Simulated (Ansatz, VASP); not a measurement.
One calculation of CsH, two programs

```
Cs H
1.0
     2.92907    2.92907    0.00000
    -2.92907    2.92907    0.00000
     0.00000    0.00000    5.85815
Cs H
2 2
Cartesian
  0.0000 0.0000 0.0000
  0.0000 2.9291 2.9291
  0.0000 2.9291 0.0000
  0.0000 0.0000 2.9291
```

Change from the starting cell: equal strain along all axes, cell held, atoms relaxed: -4.0 %.

Alike in both runs: task single point; functional LDA; k mesh 6 × 6 × 6; occupations gaussian, width 0.02 eV; no spin polarisation.

|  | VASP | Ansatz |
| --- | --- | --- |
| version | VASP 6.6.1 | Ansatz 0.2.0 |
| potentials or method | VASP PAW LDA potentials, release 64 (Cs_sv, H), cutoff 520 eV | scalar-relativistic, plane waves, PAW |
| valence electrons in the cell | 20 | 20 |

|  | VASP | Ansatz | Ansatz less VASP |
| --- | --- | --- | --- |
| gap on the k mesh at the Fermi level (eV) | 1.48 | 1.52 | +0.041 |
| least direct gap on the mesh (eV) | 1.48 | 1.52 | +0.041 |
| pressure (GPa) | 1.9 | 1.8 | -0.12 |

LDA's correlation is that of Perdew and Zunger in VASP and of Perdew and Wang (1992) in Ansatz.

Spin-orbit coupling is off throughout.
